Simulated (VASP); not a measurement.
# AgCl in VASP: notebook, part 2 of 2

VASP 6.6.1. The steps go on from the part before.

## Step 4: Single point, r2SCAN (epitaxial xy strain +1.0%)

The input, POSCAR:

```
AgCl
1.0
    0.0000000000      2.8017476059      2.7395832331
    2.8017476059      0.0000000000      2.7395832331
    2.8017476059      2.8017476059      0.0000000000
Ag Cl
1 1
Direct
    0.0000000000      0.0000000000      0.0000000000
    0.5000000000      0.5000000000      0.5000000000
```

The input, INCAR.step1:

```
SYSTEM = AgCl
PREC = Accurate ; ENCUT = 520
ISMEAR = 0 ; SIGMA = 0.01
LREAL = .FALSE. ; LASPH = .TRUE.
NELM = 60 ; NBANDS = 16
GGA = PE ; ALGO = Normal
EDIFF = 1E-4 ; LWAVE = .TRUE.
LCHARG = .FALSE.
```

The input, INCAR.step2:

```
SYSTEM = AgCl
PREC = Accurate ; ENCUT = 520
EDIFF = 1E-6 ; ISMEAR = 0
SIGMA = 0.01 ; LREAL = .FALSE.
LASPH = .TRUE. ; NELM = 60
ALGO = Normal ; ISIF = 2
LWAVE = .FALSE. ; LCHARG = .TRUE.
METAGGA = R2SCAN ; LMIXTAU = .TRUE.
LELF = .TRUE. ; LVHAR = .TRUE.
NBANDS = 16 ; ISTART = 1
```

The input, KPOINTS:

```
regular mesh
0
G
  8 8 8
  0 0 0
```

Launch:

```bash
$ cat potpaw_PBE.64/Ag/POTCAR potpaw_PBE.64/Cl/POTCAR > POTCAR
$ cp INCAR.step1 INCAR
$ mpirun -np 1 vasp_std > vasp.out
$ cp INCAR.step2 INCAR
$ mpirun -np 1 vasp_std > vasp.out
```

It took 72 s on 1 thread of Intel Xeon 6975P-C (Granite Rapids), shared host; peak memory 0.2 GiB.

The run converged. Its results:

* Free energy: -28.6415 eV
* Pressure: -0.5 GPa
* Band gap on the k mesh: 1.35 eV, indirect (least direct gap 3.67 eV)

Stress tensor (GPa, compression positive):
```
-0.67  0.00  0.00
 0.00 -0.67  0.00
 0.00  0.00 -0.09
```

Levels at points of the mesh, in eV from the valence-band top:
| k point | band 5 | band 6 | band 7 | band 8 | band 9 | band 10 | band 11 | band 12 | band 13 | band 14 |
| --- | --- | --- | --- | --- | --- | --- | --- | --- | --- | --- |
| (0.00, 0.00, 0.00) | -2.46 | -2.46 | -2.44 | -2.42 | -2.42 | 1.35 | 11.25 | 11.25 | 11.31 | 12.70 |
| (0.50, 0.00, 0.00) | -2.12 | -2.11 | -1.80 | -0.14 | 0.00 | 4.65 | 7.05 | 8.10 | 8.34 | 13.98 |
| (0.50, 0.50, 0.00) | -2.77 | -2.22 | -2.00 | -2.00 | -1.89 | 2.86 | 8.19 | 9.29 | 12.11 | 12.11 |
| (0.50, 0.00, 0.50) | -2.79 | -2.25 | -2.01 | -2.00 | -1.90 | 2.88 | 8.34 | 9.06 | 12.10 | 12.47 |

Caveat: the cell differs from its parent crystal (epitaxial xy strain +1.0%); the PAW data sets were made with another functional, which shifts forces and pressure a little.

## Step 5: Single point, PBE (shear xy strain -3.3%)

The input, INCAR:

```
PREC = Accurate ; ENCUT = 520
EDIFF = 1E-7 ; ISMEAR = -1
SIGMA = 0.02 ; LREAL = False
LASPH = True ; NELM = 100
ALGO = Normal ; ISIF = 2
LWAVE = False ; LCHARG = True
GGA = PE ; LELF = True
LVHAR = True ; NBANDS = 16
```

The input, KPOINTS:

```
regular mesh
0
Gamma
  8 8 8
```

The input, POSCAR:

```
AgCl
1.0
   -0.0463121697      2.7731838126      2.7731838126
    2.7731838126     -0.0463121697      2.7731838126
    2.7268716430      2.7268716430      0.0000000000
Ag Cl
1 1
Direct
    0.0000000000      0.0000000000      0.0000000000
    0.5000000000      0.5000000000      0.5000000000
```

Potentials or basis: VASP PAW PBE potentials, release 64 (Ag, Cl).

Launch:

```bash
$ cat potpaw_PBE.64/Ag/POTCAR potpaw_PBE.64/Cl/POTCAR > POTCAR
$ mpirun -np 1 vasp_std > vasp.out
```

OUTCAR:

```text
PREC = Accurate
   ENCUT = 520
   EDIFF = 1E-7
   ISMEAR = -1
   LREAL = False
   LASPH = True
   NELM = 100
   ISIF = 2
   GGA = PE

 ion  position               nearest neighbor table
   1  0.000  0.000  0.000-   2 2.77   2 2.77   2 2.77   2 2.77   2 2.77   2 2.77
   2  0.500  0.500  0.500-   1 2.77   1 2.77   1 2.77   1 2.77   1 2.77   1 2.77

  LATTYP: Found a body centered orthorhombic cell.
 ALAT       =     3.8563788604
 B/A-ratio  =     1.0339672531
 C/A-ratio  =     1.4382320374

  Lattice vectors:

 A1 = (   0.0463121697,  -2.7731838126,  -2.7731838126)
 A2 = (  -0.0463121696,   2.7731838127,  -2.7731838126)
 A3 = (   2.7731838126,  -0.0463121697,   2.7731838126)

Analysis of symmetry for initial positions (statically):
=====================================================================
 Subroutine PRICEL returns:
 Original cell was already a primitive cell.

 Routine SETGRP: Setting up the symmetry group for a
 body centered orthorhombic supercell.

 Subroutine GETGRP returns: Found  8 space group operations
 (whereof  8 operations were pure point group operations)
 out of a pool of  8 trial point group operations.

The static configuration has the point symmetry D_2h.

Analysis of symmetry for dynamics (positions and initial velocities):
=====================================================================
 Subroutine PRICEL returns:
 Original cell was already a primitive cell.

 Routine SETGRP: Setting up the symmetry group for a
 body centered orthorhombic supercell.

 Subroutine GETGRP returns: Found  8 space group operations
 (whereof  8 operations were pure point group operations)
 out of a pool of  8 trial point group operations.

The dynamic configuration has the point symmetry D_2h.

 Subroutine INISYM returns: Found  8 space group operations
 (whereof  8 operations are pure point group operations),
 and found     1 'primitive' translations

----------------------------------------------------------------------------------------

                                     Primitive cell

  volume of cell :      42.6427

  direct lattice vectors                    reciprocal lattice vectors
    -0.046312170  2.773183813  2.773183813    -0.177336660  0.177336660  0.180298182
     2.773183813 -0.046312170  2.773183813     0.177336660 -0.177336660  0.180298182
     2.726871643  2.726871643  0.000000000     0.183360299  0.183360299 -0.180298182

  length of vectors
     3.922147592  3.922147592  3.856378860     0.308875406  0.308875406  0.315831336

  position of ions in fractional coordinates (direct lattice)
     0.000000000  0.000000000  0.000000000
     0.500000000  0.500000000  0.500000000

  ion indices of the primitive-cell ions
   primitive index   ion index
                 1           1
                 2           2

----------------------------------------------------------------------------------------

 KPOINTS: regular mesh

Automatic generation of k-mesh.
 Grid dimensions read from file:
 generate k-points for:    8    8    8

 Generating k-lattice:

  Cartesian coordinates                     Fractional coordinates (reciprocal lattice)
    -0.022167082  0.022167082  0.022537273     0.125000000  0.000000000  0.000000000
     0.022167082 -0.022167082  0.022537273     0.000000000  0.125000000  0.000000000
     0.022920037  0.022920037 -0.022537273     0.000000000  0.000000000  0.125000000

  Length of vectors
     0.038609426  0.038609426  0.039478917

  Shift w.r.t. Gamma in fractional coordinates (k-lattice)
     0.000000000  0.000000000  0.000000000

 Subroutine IBZKPT returns following result:
 ===========================================

 Found     95 irreducible k-points:

 Following reciprocal coordinates:
            Coordinates               Weight
  0.000000  0.000000  0.000000      1.000000
  0.125000  0.000000  0.000000      4.000000
  0.250000  0.000000  0.000000      4.000000
  0.375000  0.000000  0.000000      4.000000
  0.500000  0.000000  0.000000      2.000000
  0.125000  0.125000  0.000000      2.000000
[... 16 lines left out ...]
  0.125000 -0.000000  0.125000      4.000000
  0.250000  0.000000  0.125000      8.000000
 [... further k-points ...]
   k-points           NKPTS =     95   k-points in BZ     NKDIM =     95   number of bands    NBANDS=     16
   number of dos      NEDOS =    301   number of ions     NIONS =      2
   total plane-waves  NPLWV =  27000
   dimension x,y,z NGX =    30 NGY =   30 NGZ =   30
   dimension x,y,z NGXF=    60 NGYF=   60 NGZF=   60
   ions per type =               1   1
   NGX,Y,Z   is equivalent  to a cutoff of  12.72, 12.72, 12.93 a.u.
   NGXF,Y,Z  is equivalent  to a cutoff of  25.43, 25.43, 25.87 a.u.
 SYSTEM =  unknown system
   PREC   = accura    normal or accurate (medium, high low for compatibility)
   ISTART =      0    job   : 0-new  1-cont  2-samecut
   ICHARG =      2    charge: 1-file 2-atom 10-const
   ISPIN  =      1    spin polarized calculation?
   LNONCOLLINEAR =      F non collinear calculations
   LSORBIT =      F    spin-orbit coupling
   LASPH  =      T    aspherical Exc in radial PAW
   ENCUT  =  520.0 eV  38.22 Ry    6.18 a.u.   7.29  7.29  7.17*2*pi/ulx,y,z
   NELM   =    100;   NELMIN=  2; NELMDL= -5     # of ELM steps
   EDIFF  = 0.1E-06   stopping-criterion for ELM
   LREAL  =      F    real-space projection
   EDIFFG = 0.1E-05   stopping-criterion for IOM
   NSW    =      0    number of steps for IOM
   IBRION =     -1    ionic relax: 0-MD 1-quasi-New 2-CG
   NFREE  =      0    steps in history (QN), initial steepest desc. (CG)
   ISIF   =      2    stress and relaxation
   ISYM   =      2    0-nonsym 1-usesym 2-fastsym
   POTIM  = 0.5000    time-step for ionic-motion
   TEBEG  =    0.0;   TEEND  =   0.0 temperature during run
   PSTRESS=    0.0 pullay stress
   NELECT =      18.0000    total number of electrons
   NUPDOWN=      -1.0000    fix difference up-down
   EMIN   =  10.00;   EMAX   =-10.00  energy-range for DOS
   EFERMI =   0.00;   METHOD = LEGACY
   ISMEAR =    -1;   SIGMA  =   0.02  broadening in eV -4-tet -1-fermi 0-gaus
   EFERMI_NEDOS =   21; number of points for ismear=-14 and -15
   IALGO  =     38    algorithm
   IMIX   =      4    mixing-type and parameters
     AMIX     =   0.40;   BMIX     =  1.00
     AMIX_MAG =   1.60;   BMIX_MAG =  1.00
  volume/ion in A,a.u.               =      21.32       143.88
  Fermi-wavevector in a.u.,A,eV,Ry     =   1.228054  2.320685 20.519165  1.508116
  Thomas-Fermi vector in A             =   2.362994
   LORBIT       =      0    0 simple, 1 ext, 2 COOP (PROOUT), +10 PAW based schemes
   GGA     = PE    functional components
   LHFCALC =     F    Hartree Fock is set to
   AEXX    =    0.0000 exact exchange contribution
   IVDW    =     0    specifies the selected vdW correction
   LEPSILON=     F    determine dielectric tensor
   LRPA    =     F    only Hartree local field effects (RPA)
 non-spin polarized calculation
  energy-cutoff  :      520.00
  volume of cell :       42.64
 maximum number of plane-waves:      1168
 NGX is ok and might be reduce to    30
   NGX = 15   NGY = 15   NGZ = 15

 number of electron      18.0000001 magnetization

 Free energy of the ion-electron system (eV)
  ---------------------------------------------------
  ext. energy  EPLUGINS =         0.00000000
  ---------------------------------------------------
  free energy    TOTEN  =        -5.39352571 eV

  energy without entropy =       -5.39352571  energy(sigma->0) =       -5.39352571

 E-fermi :   4.3148     XC(G=0):  -9.9673

 val. band max:        3.8478101376   @ k =  -0.0000  -0.0000   0.5000
 cond. band min:       4.7251091632   @ k =   0.0000   0.0000   0.0000
 fundamental gap:      0.8772990256
 Fermi energy:         4.3148012674

 k-point     1 :       0.0000    0.0000    0.0000
  band No.  band energies     occupation
      1     -11.3284      2.00000
      2       1.3540      2.00000
      3       1.3671      2.00000
      4       1.4043      2.00000
      5       1.4219      2.00000
      6       1.4273      2.00000
[... 8 lines left out ...]
     15      17.0238      0.00000
     16      17.1825      0.00000
[... 419 lines left out ...]
 k-point    24 :       0.2500    0.0000    0.1250
  band No.  band energies     occupation
      1     -11.1406      2.00000
      2      -0.3836      2.00000
      3       0.4620      2.00000
      4       0.5487      2.00000
      5       1.4098      2.00000
      6       1.5796      2.00000
[... 8 lines left out ...]
     15      17.3015      0.00000
     16      18.0215      0.00000

 [... further k-points ...]

------------------------ aborting loop because EDIFF is reached ----------------------------------------

  FORCE on cell =-STRESS in cart. coord.  units (eV):
  Direction    XX          YY          ZZ          XY          YZ          ZX
  --------------------------------------------------------------------------------------
  -------------------------------------------------------------------------------------
  Total        0.3894345      0.3894345      0.3862010      0.0479778     -0.0000000     -0.0000000
  in kB       14.6318804     14.6318804     14.5103931      1.8026291     -0.0000000     -0.0000000
  external PRESSURE =      14.5913847 kB  Pullay stress =       0.0000000 kB

 VOLUME and BASIS-vectors are now :
 -----------------------------------------------------------------------------
  energy-cutoff  :      520.00
  volume of cell :       42.64
      direct lattice vectors                 reciprocal lattice vectors
    -0.046312170  2.773183813  2.773183813    -0.177336660  0.177336660  0.180298182
     2.773183813 -0.046312170  2.773183813     0.177336660 -0.177336660  0.180298182
     2.726871643  2.726871643  0.000000000     0.183360299  0.183360299 -0.180298182

 POSITION                                       TOTAL-FORCE (eV/Angst)
 -----------------------------------------------------------------------------------
      0.00000      0.00000      0.00000         0.000000     -0.000000      0.000000
      2.72687      2.72687      2.77318        -0.000000      0.000000     -0.000000
 -----------------------------------------------------------------------------------
    total drift:                               -0.000000      0.000000      0.000000

  FREE ENERGIE OF THE ION-ELECTRON SYSTEM (eV)
  ---------------------------------------------------
  free  energy   TOTEN  =        -5.3935257124 eV

  energy  without entropy=       -5.3935257124  energy(sigma->0) =       -5.39352571
```

OSZICAR:

```text
N       E                     dE             d eps       ncg     rms          rms(c)
DAV:   1     0.101344701229E+03    0.10134E+03   -0.86990E+03  3104   0.101E+03
DAV:   2    -0.179397214131E+01   -0.10314E+03   -0.95208E+02  3824   0.225E+02
DAV:   3    -0.555022130823E+01   -0.37562E+01   -0.37478E+01  3720   0.448E+01
DAV:   4    -0.557705540378E+01   -0.26834E-01   -0.26832E-01  3808   0.405E+00
DAV:   5    -0.557741961138E+01   -0.36421E-03   -0.36420E-03  3856   0.463E-01    0.616E+00
DAV:   6    -0.539807592636E+01    0.17934E+00   -0.24650E-01  3912   0.644E+00    0.400E+00
DAV:   7    -0.539408036795E+01    0.39956E-02   -0.96136E-02  3736   0.206E+00    0.196E+00
DAV:   8    -0.539338159713E+01    0.69877E-03   -0.46583E-03  3704   0.704E-01    0.311E-01
DAV:   9    -0.539345706508E+01   -0.75468E-04   -0.50396E-04  3800   0.279E-01    0.384E-02
DAV:  10    -0.539352124740E+01   -0.64182E-04   -0.90604E-05  3752   0.846E-02    0.278E-02
DAV:  11    -0.539352561974E+01   -0.43723E-05   -0.50021E-06  3840   0.159E-02    0.361E-03
DAV:  12    -0.539352571239E+01   -0.92643E-07   -0.49963E-07  3496   0.538E-03
   1 F= -.53935257E+01 E0= -.53935257E+01  d E =-.269834E-11
```

It took 25 s on 1 thread of Intel Xeon 6975P-C (Granite Rapids), shared host; peak memory 0.21 GiB.

What came out:

```yaml
Free_energy: -5.3935 eV
Pressure: 1.5 GPa
Band_gap_on_the_k_mesh: 0.88 eV, indirect (least direct gap 3.15 eV)
```

Stress tensor (GPa, compression positive):
```
1.46 0.18 0.00
0.18 1.46 0.00
0.00 0.00 1.45
```

Caveat: the cell differs from its parent crystal (shear xy strain -3.3%). A k mesh can miss the band edges.

## Step 6: Summary

| level | cell | smearing | gap on the mesh (eV) | pressure (GPa) |
| --- | --- | --- | --- | --- |
| PBE | a = 3.919, b = 3.919, c = 3.962 Å, angles 59.6, 59.6, 60.7°, 2 atoms | fermi-dirac 0.02 eV | 0.85 | 1.1 |
| PBE | a = 3.982 Å, angles 59.0°, 2 atoms | fermi-dirac 0.02 eV | 0.89 | 0.4 |
| r2SCAN | a = 3.919, b = 3.919, c = 3.962 Å, angles 59.6, 59.6, 60.7°, 2 atoms | gaussian 0.01 eV | 1.35 | -0.5 |
| PBE | a = 3.922, b = 3.922, c = 3.856 Å, angles 60.6, 60.6, 61.1°, 2 atoms | fermi-dirac 0.02 eV | 0.88 | 1.5 |

Alike in all rows: task single point; potentials or basis VASP PAW PBE potentials, release 64 (Ag, Cl); no spin polarisation; k mesh 8 × 8 × 8; cutoff (eV) 520.

Caveats: the PAW data sets were made with another functional, which shifts forces and pressure a little (some runs).

Total energies depend on the potentials used, so only differences within one code and one set of settings carry meaning.
